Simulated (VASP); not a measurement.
# Al15BN16 (a cell with a defect) (B_Al) in VASP: a series of runs, part 2 of 3

VASP 6.6.1.

### 3 Single point, PBE, collinear spin

Contents of INCAR:

```
PREC = Accurate ; ENCUT = 520
EDIFF = 1E-7 ; ISMEAR = 0
SIGMA = 0.01 ; LREAL = Auto
LASPH = T ; NELM = 150
ALGO = Normal ; ISIF = 2
LWAVE = F ; LCHARG = F
ISPIN = 2 ; MAGMOM = 0.01 0 0 0.01 0.01 0 0 0.01 0.01 0 0 0 0 0 0 0.06 0.06 0 0 0 0.06 0.03 0 0 0.06 0.03 0 0 0 0.02 0 0
LORBIT = 11 ; NUPDOWN = 1.0
GGA = PE ; NELECT = 129.0
NBANDS = 90
```

Contents of KPOINTS:

```
Automatic mesh
0
Gamma
  1 1 1
  0.25 0.25 0.25
```

Contents of POSCAR:

```
Al15BN16
1.0
    6.2595139092      0.0000000618      0.0000000000
   -3.1297570081      5.4208980298      0.0000000000
    0.0000000000      0.0000000000     10.0348065900
Al B N
15 1 16
Direct
    0.3353399582      0.1660126044      0.2606500098
    0.3328687560      0.1687704077      0.7433323139
    0.1674003775      0.3341113483      1.0032478065
    0.3341581594      0.6686757831      0.2603310560
    0.1746977806      0.8366181543      0.4967452035
    0.3334335273      0.6637178977      0.7435644811
    0.1684459466      0.8348881311      0.9990303064
    0.8323943056      0.1668831101      0.2604815034
    0.6644766180      0.3266992852      0.4966789817
    0.8379412900      0.1685141542      0.7435678570
    0.6666635772      0.3330890534      0.9989871797
    0.8338677785      0.6673461683      0.2498710555
    0.6670561431      0.8343606279      0.4985039589
    0.8351651225      0.6664389249      0.7475461457
    0.6670564139      0.8342424510      0.9997379633
    0.1681154324      0.3333789575      0.5063728347
    0.3094903108      0.1912756969      0.4522044401
    0.1685595145      0.3326176698      0.1914479216
    0.3318131942      0.1697589628      0.9359769341
    0.1688768522      0.3326665094      0.6743412899
    0.3103674562      0.6200016166      0.4530648051
    0.1667970047      0.8322304986      0.1889569623
    0.3321090068      0.6665408628      0.9363204828
    0.1694195090      0.8324269047      0.6886824689
    0.8811736461      0.1911551682      0.4532258119
    0.6691240494      0.3342983604      0.1889330750
    0.8349841643      0.1692892191      0.9363188907
    0.6688330004      0.3323758841      0.6886531008
    0.8339212052      0.6671881156      0.4394264450
    0.6683642552      0.8325131759      0.1904833813
    0.8332549375      0.6684472925      0.9381346002
    0.6702058299      0.8320330669      0.6893362632
```

Potentials or basis: VASP PAW PBE potentials, release 64 (Al, B, N).

Run with:

```
> cat potpaw_PBE.64/Al/POTCAR potpaw_PBE.64/B/POTCAR potpaw_PBE.64/N/POTCAR > POTCAR
> mpirun -np 1 vasp_std > vasp.out
```

OUTCAR:

```text
PREC = Accurate
   ENCUT = 520
   EDIFF = 1E-7
   ISMEAR = 0
   LREAL = Auto
   LASPH = T
   NELM = 150
   ISIF = 2
   ISPIN = 2
   LORBIT = 11
   NUPDOWN = 1.0
   GGA = PE
   NELECT = 129.0

 ion  position               nearest neighbor table
   1  0.335  0.166  0.261-  18 1.94  17 1.94  22 1.95  26 1.95   9 2.97   5 2.97   8 3.11   4 3.11
                            12 3.13  12 3.13   4 3.15   8 3.15   3 3.16   7 3.18  11 3.18
   2  0.333  0.169  0.743-  28 1.90  24 1.90  20 1.91  19 1.93   9 3.06   5 3.06   6 3.10  10 3.10
                            14 3.13  14 3.13  11 3.14   7 3.14  10 3.16   6 3.16   3 3.17
   3  0.167  0.334  0.003-  18 1.89  19 1.91  27 1.92  23 1.92   7 3.13  11 3.13  15 3.13  15 3.13
                            11 3.13   7 3.13   4 3.15   8 3.16  10 3.16   6 3.16   1 3.16   2 3.17
   4  0.334  0.669  0.260-  22 1.93  30 1.94  18 1.95  21 1.95   5 2.96  13 2.99   1 3.11   8 3.12
                            12 3.13  12 3.13   8 3.14   1 3.15   3 3.15  15 3.18   7 3.18
   5  0.175  0.837  0.497-  24 1.93  29 1.93  21 1.98  17 1.99   4 2.96   1 2.97   2 3.06   6 3.06
                             9 3.07  13 3.09  12 3.09  14 3.12  13 3.17   9 3.19
   6  0.333  0.664  0.744-  24 1.89  32 1.90  20 1.92  23 1.93  13 3.05   5 3.06   2 3.10  10 3.10
                            14 3.13  14 3.13  15 3.14   7 3.15  10 3.16   3 3.16   2 3.16
   7  0.168  0.835  0.999-  22 1.91  23 1.91  31 1.92  19 1.92  12 3.10  14 3.10  11 3.12  15 3.12
                             3 3.13   3 3.13  15 3.14   2 3.14  11 3.14   6 3.15   4 3.18   1 3.18
   8  0.832  0.167  0.260-  26 1.93  30 1.94  18 1.95  25 1.95   9 2.96  13 2.99   1 3.11   4 3.12
                            12 3.13  12 3.13   4 3.14   1 3.15   3 3.16  15 3.18  11 3.18
   9  0.664  0.327  0.497-  28 1.93  29 1.93  25 1.98  17 1.99   8 2.96   1 2.97   2 3.06  10 3.06
[... 16 lines left out ...]
  19  0.332  0.170  0.936-   3 1.91  11 1.92   7 1.92   2 1.93
  20  0.169  0.333  0.674-  16 1.69   2 1.91  10 1.92   6 1.92
  21  0.310  0.620  0.453-  16 1.64   4 1.95   5 1.98  13 2.00
[... 9 lines left out ...]
  31  0.833  0.668  0.938-  15 1.90  14 1.91   7 1.92  11 1.92
  32  0.670  0.832  0.689-  14 1.88  10 1.90   6 1.90  13 1.92

  LATTYP: Found a hexagonal cell.
 ALAT       =     6.2595139092
 C/A-ratio  =     1.6031287310
[... 725 lines left out ...]
      1      -8.9267      1.00000
      2      -8.5278      1.00000
      3      -8.2148      1.00000
      4      -8.1385      1.00000
      5      -7.9068      1.00000
      6      -7.7515      1.00000
[... 463 lines left out ...]
     75      12.5634      0.00000
     76      12.7976      0.00000
 [bands above 76 left out]

------------------------ aborting loop because EDIFF is reached ----------------------------------------

  FORCE on cell =-STRESS in cart. coord.  units (eV):
  Direction    XX          YY          ZZ          XY          YZ          ZX
  --------------------------------------------------------------------------------------
  -------------------------------------------------------------------------------------
  Total       -3.7170574     -5.4735945      4.3109055     -1.5225510     -0.0574964      0.0873494
  in kB      -17.4899673    -25.7550470     20.2842159     -7.1640990     -0.2705393      0.4110074
  external PRESSURE =      -7.6535995 kB  Pullay stress =       0.0000000 kB

 VOLUME and BASIS-vectors are now :
 -----------------------------------------------------------------------------
  energy-cutoff  :      520.00
  volume of cell :      340.50
      direct lattice vectors                 reciprocal lattice vectors
     6.259513909  0.000000062  0.000000000     0.159756813  0.092235641  0.000000000
    -3.129757008  5.420898030  0.000000000    -0.000000002  0.184471279  0.000000000
     0.000000000  0.000000000 10.034806590     0.000000000  0.000000000  0.099653141

 POSITION                                       TOTAL-FORCE (eV/Angst)
 -----------------------------------------------------------------------------------
      1.57949      0.89994      2.61557         0.070599     -0.047949     -0.078811
      1.55539      0.91489      7.45920         0.108147     -0.081111      0.002186
      0.00216      1.81118      0.03259        -0.117283      0.064784     -0.000301
     -0.00113      3.62482      2.61237         0.125841     -0.045243      0.039693
     -1.52489      4.53522      4.98474        -0.114540     -0.040444      0.049953
      0.00986      3.59795      7.46153         0.115851     -0.065656     -0.000482
[... 24 lines left out ...]
      3.12369      3.62358      9.41400         0.134719     -0.090534      0.004619
      1.59110      4.51037      6.91736        -0.201824      0.083152      0.007139
 -----------------------------------------------------------------------------------
    total drift:                                0.004931      0.007203      0.010913

  FREE ENERGIE OF THE ION-ELECTRON SYSTEM (eV)
  ---------------------------------------------------
  free  energy   TOTEN  =      -231.7543250987 eV

  energy  without entropy=     -231.7543250987  energy(sigma->0) =     -231.75432510

 total charge

# of ion       s       p       d       tot
------------------------------------------
    1        0.367   0.411   0.000   0.778
    2        0.376   0.429   0.000   0.805
    3        0.375   0.432   0.000   0.807
    4        0.367   0.411   0.000   0.778
    5        0.370   0.402   0.000   0.773
    6        0.376   0.428   0.000   0.804
[... 24 lines left out ...]
   31        1.230   2.609   0.000   3.840
   32        1.231   2.623   0.000   3.854
--------------------------------------------------
tot         25.911  48.929   0.000  74.840

 magnetization (x)

# of ion       s       p       d       tot
------------------------------------------
    1        0.001   0.007   0.000   0.007
    2        0.001   0.000   0.000   0.001
    3       -0.000   0.000   0.000   0.000
    4        0.001   0.006   0.000   0.007
    5        0.002   0.006   0.000   0.008
    6        0.001   0.000   0.000   0.001
[... 24 lines left out ...]
   31        0.001   0.003   0.000   0.004
   32       -0.000   0.000   0.000   0.000
--------------------------------------------------
tot          0.090   0.294   0.000   0.383
```

Wall time 9.3 min (1 thread of AMD EPYC 9R45 (Zen 5), shared host); peak memory 0.67 GiB.

Results:

- Free energy: -231.7543 eV
- Largest force: 0.254 eV/Å
- Net moment: 1.00 μB per cell
- Site moments: Al +0.01, +0.00, -0.00; B +0.09; N +0.06, -0.00, +0.02, +0.00 μB
- Valence electrons inside the program's atomic spheres: Al 0.78, 0.81, 0.77, 0.80, 0.82; B 1.75; N 3.79, 3.82, 3.83, 3.78, 3.85, 3.84

Forces in eV/Å, atoms in the order of the input:
```
Al   0.071 -0.048 -0.079
Al   0.108 -0.081  0.002
Al  -0.117  0.065  0.000
Al   0.126 -0.045  0.040
Al  -0.115 -0.040  0.050
Al   0.116 -0.066  0.000
Al  -0.102  0.033 -0.001
Al   0.107 -0.084  0.029
Al  -0.021  0.104  0.059
Al   0.108 -0.066 -0.003
Al  -0.071  0.071  0.004
Al   0.120 -0.073  0.009
Al  -0.197  0.119 -0.106
Al   0.137 -0.066 -0.004
Al  -0.116  0.079  0.006
B   -0.096  0.041  0.002
N    0.085 -0.028  0.090
N   -0.135  0.074 -0.007
N    0.152 -0.088 -0.005
N   -0.120  0.080  0.006
N    0.128 -0.012 -0.054
N   -0.109  0.061  0.071
N    0.170 -0.098  0.001
N   -0.205  0.107  0.004
N    0.088 -0.112 -0.072
N   -0.121  0.077  0.073
N    0.159 -0.090  0.001
N   -0.160  0.114  0.006
N    0.200 -0.103 -0.007
N   -0.121  0.085 -0.125
N    0.135 -0.091  0.005
N   -0.202  0.083  0.007
```

Caveat: the k points lie up to 1.16 Å⁻¹ apart; the cell carries a net charge on a neutralising background, which shifts energy and pressure; the cell is charged against a uniform background, so pressure and absolute levels hang on convention; the total moment is fixed, so each spin has its own Fermi level.

### 4 Single point, PBE, collinear spin, ferromagnetic start

Contents of INCAR:

```
PREC = Accurate
ENCUT = 520
EDIFF = 1E-6
ISMEAR = 0
SIGMA = 0.01
LREAL = Auto
LASPH = True
NELM = 150
ALGO = Normal
ISIF = 2
LWAVE = False
LCHARG = False
ISPIN = 2
MAGMOM = 0 0 0 0 0 0 0 0 0 0 0 0 0 0 0 0 0.08 0.07 0.04 0.04 0.06 0.03 0.05 0.07 0.08 0.04 0.03 0.05 0.03 0.03 0.04 0.05
LORBIT = 11
NUPDOWN = 1.0
GGA = PE
NBANDS = 90
NELECT = 127.0
```

KPOINTS is that of step 3.

Contents of POSCAR:

```
Al15BN16
1.0
    6.2595139092      0.0000000618      0.0000000000
   -3.1297570081      5.4208980298      0.0000000000
    0.0000000000      0.0000000000     10.0348065900
Al B N
15 1 16
Direct
    0.3299859243      0.1689139709      0.2540656914
    0.3314880292      0.1675278555      0.7444100874
    0.1653838956      0.3332522520      0.9988742919
    0.3300973828      0.6610567572      0.2543774716
    0.1583329853      0.8291006411      0.5006584020
    0.3316783486      0.6627021656      0.7436096479
    0.1679039487      0.8345655188      1.0000614158
    0.8383691572      0.1690691754      0.2542927073
    0.6683840943      0.3400099928      0.5013216656
    0.8356243872      0.1672388997      0.7443993870
    0.6652824017      0.3314980153      0.9999690519
    0.8326421024      0.6668439851      0.2500975607
    0.6662595347      0.8305588428      0.5011312573
    0.8325631687      0.6659081220      0.7518129121
    0.6652154776      0.8349456929      0.9999179799
    0.1659231710      0.3319803836      0.5052736578
    0.3144143909      0.1842156864      0.4496909780
    0.1681154440      0.3326596665      0.1898543699
    0.3311421330      0.1695118552      0.9375070759
    0.1680640863      0.3313480465      0.6694826935
    0.3118893639      0.6346491149      0.4490745488
    0.1707364182      0.8339699515      0.1942779167
    0.3308180815      0.6668503056      0.9369929428
    0.1665584666      0.8312019940      0.6904750732
    0.8647157863      0.1877524381      0.4494570528
    0.6662079878      0.3293494240      0.1942266043
    0.8337265714      0.1693679782      0.9369206319
    0.6684234825      0.3329448601      0.6906017511
    0.8297116787      0.6686579002      0.4399193954
    0.6661279950      0.8338019810      0.1934898861
    0.8318521700      0.6685020025      0.9429292309
    0.6686567265      0.8312180807      0.6902527265
```

Run with:

```
> cat potpaw_PBE.64/Al/POTCAR potpaw_PBE.64/B/POTCAR potpaw_PBE.64/N/POTCAR > POTCAR
> mpirun -np 1 vasp_std > vasp.out
```

It took 9.2 min on 1 thread of AMD EPYC 9R45 (Zen 5), shared host; peak memory 0.67 GiB.

Results (log left out):

- Free energy: -247.1072 eV
- Largest force: 0.398 eV/Å
- Net moment: 1.00 μB per cell
- Site moments: Al +0.00, -0.00; B -0.00; N +0.07, +0.06, +0.03, +0.04, +0.05 μB
- Valence electrons inside the program's atomic spheres: Al 0.79, 0.78, 0.80; B 1.60; N 3.73, 3.83, 3.81, 3.79, 3.85, 3.82

Forces on the atoms (eV/Å):
```
Al   0.160 -0.023  0.006
Al   0.131 -0.066  0.002
Al  -0.065  0.159  0.001
Al   0.126 -0.038 -0.020
Al  -0.118  0.092  0.065
Al   0.092 -0.029  0.063
Al  -0.084  0.090  0.000
Al   0.114 -0.017  0.008
Al  -0.058  0.076 -0.025
Al   0.165 -0.033 -0.049
Al  -0.129  0.104  0.031
Al   0.135 -0.079  0.008
Al  -0.077  0.148 -0.036
Al   0.182 -0.031 -0.007
Al  -0.141  0.047 -0.009
B   -0.120  0.066  0.040
N    0.049 -0.042 -0.057
N   -0.219  0.038  0.008
N    0.153 -0.144 -0.051
N   -0.223  0.082 -0.009
N    0.342 -0.003  0.007
N   -0.201  0.056 -0.031
N    0.178 -0.147  0.007
N   -0.217  0.077 -0.019
N    0.172 -0.358 -0.016
N   -0.179  0.078 -0.028
N    0.141 -0.133  0.039
N   -0.234  0.102  0.007
N    0.183 -0.117 -0.006
N   -0.198  0.101  0.054
N    0.166 -0.135 -0.005
N   -0.228  0.080  0.023
```

Caveat: the k points lie up to 1.16 Å⁻¹ apart; the cell carries a net charge on a neutralising background, which shifts energy and pressure; the cell is charged against a uniform background, so pressure and absolute levels hang on convention; the total moment is fixed, so each spin has its own Fermi level.

### 5 Single point, PBE

Contents of INCAR:

```
SYSTEM = Al15BN16
PREC     = Accurate       ! precision mode
ENCUT    = 520            ! plane-wave cutoff, eV
EDIFF    = 1E-6           ! SCF threshold, eV
ISMEAR   = -1             ! smearing method
SIGMA    = 0.01           ! smearing width, eV
LREAL    = Auto         
LASPH    = .True.         ! aspherical terms in the spheres
NELM     = 100            ! most SCF steps
ALGO     = Normal         ! electronic algorithm
ISIF     = 2              ! what is computed and relaxed
LWAVE    = .False.        ! write WAVECAR
LCHARG   = .False.        ! write CHGCAR
GGA      = PE             ! functional
NBANDS   = 86             ! bands
```

Contents of KPOINTS:

```
Automatic mesh
0
Gamma
  2 2 2
  0.5 0.5 0.5
```

Contents of POSCAR:

```
Al15BN16
1.0
    6.2595139128      0.0000000578      0.0000000000
   -3.1297570064      5.4208980350      0.0000000000
    0.0000000000      0.0000000000     10.0348065929
Al B N
15 1 16
Direct
    0.3300237316      0.1695471333      0.2554458243
    0.3320790837      0.1673003968      0.7447613341
    0.1665635422      0.3333477290      0.9997504909
    0.3301432295      0.6598132776      0.2554319206
    0.1613944125      0.8303183399      0.5015241246
    0.3322512857      0.6634768665      0.7441318133
    0.1685331399      0.8340675532      1.0004088936
    0.8403182771      0.1698395270      0.2554177831
    0.6690947260      0.3383590388      0.5015559572
    0.8359759310      0.1673406063      0.7443624489
    0.6655585577      0.3310891183      1.0005112341
    0.8333262001      0.6663141950      0.2504546884
    0.6681187286      0.8316663496      0.5013581059
    0.8332838402      0.6661433418      0.7521959238
    0.6655488525      0.8341588659      1.0003535951
    0.1669959319      0.3311088378      0.5070129857
    0.3163568237      0.1826728530      0.4481882351
    0.1680180427      0.3320900781      0.1882984097
    0.3310459171      0.1685480014      0.9369444580
    0.1678292310      0.3312354813      0.6693950236
    0.3145891890      0.6363726071      0.4479096283
    0.1710400390      0.8335245102      0.1932652513
    0.3310611428      0.6656406975      0.9363895711
    0.1660850523      0.8308109224      0.6903690016
    0.8644345261      0.1859362335      0.4480261712
    0.6662076633      0.3285792455      0.1934044201
    0.8340730606      0.1686200081      0.9364891561
    0.6684069613      0.3332254458      0.6903088575
    0.8313796843      0.6681800562      0.4396942608
    0.6665567704      0.8334725245      0.1928420898
    0.8319453190      0.6674906397      0.9425533503
    0.6687728214      0.8309756308      0.6899641074
```

Run with:

```
> cat potpaw_PBE.64/Al/POTCAR potpaw_PBE.64/B/POTCAR potpaw_PBE.64/N/POTCAR > POTCAR
> mpirun -np 1 vasp_std > vasp.out
```

Wall time 8 min (1 thread of AMD EPYC 9R45 (Zen 5), shared host); peak memory 0.52 GiB.

Results (log left out):

```yaml
Free_energy: -238.6752 eV
Pressure: -5.7 GPa
Largest_force: 0.370 eV/Å
Band_gap_on_the_k_mesh: 4.46 eV
```

Forces in eV/Å, atoms in the order of the input:
```
Al   0.094 -0.054 -0.120
Al   0.118 -0.075 -0.098
Al  -0.115  0.060 -0.071
Al   0.097 -0.082 -0.110
Al  -0.142  0.011 -0.063
Al   0.094 -0.051 -0.073
Al  -0.118  0.055 -0.093
Al   0.121 -0.043 -0.109
Al  -0.074  0.106 -0.068
Al   0.085 -0.060 -0.087
Al  -0.108  0.069 -0.097
Al   0.116 -0.063 -0.086
Al  -0.084  0.051 -0.099
Al   0.125 -0.073 -0.102
Al  -0.114  0.064 -0.108
B   -0.122  0.093 -0.081
N    0.071 -0.025  0.123
N   -0.159  0.088  0.053
N    0.165 -0.092  0.041
N   -0.135  0.090 -0.035
N    0.324  0.033  0.137
N   -0.170  0.080  0.091
N    0.170 -0.093  0.103
N   -0.171  0.110  0.085
N    0.117 -0.326  0.131
N   -0.159  0.107  0.088
N    0.163 -0.093  0.106
N   -0.171  0.104  0.097
N    0.173 -0.096  0.042
N   -0.178  0.100  0.150
N    0.175 -0.095  0.129
N   -0.189  0.100  0.123
```

Stress tensor (GPa, compression positive):
```
-5.74 -0.64  0.01
-0.64 -6.43 -0.03
 0.01 -0.03 -4.93
```

Levels at points of the mesh, in eV from the valence-band top:
```tsv
k point	band 61	band 62	band 63	band 64	band 65	band 66	band 67	band 68
(0.25, 0.25, 0.25)	-0.50	-0.47	-0.37	-0.16	5.07	5.52	5.95	6.11
```

Caveat: the k points lie up to 0.58 Å⁻¹ apart.

(Part 2 of 3 ends here.)
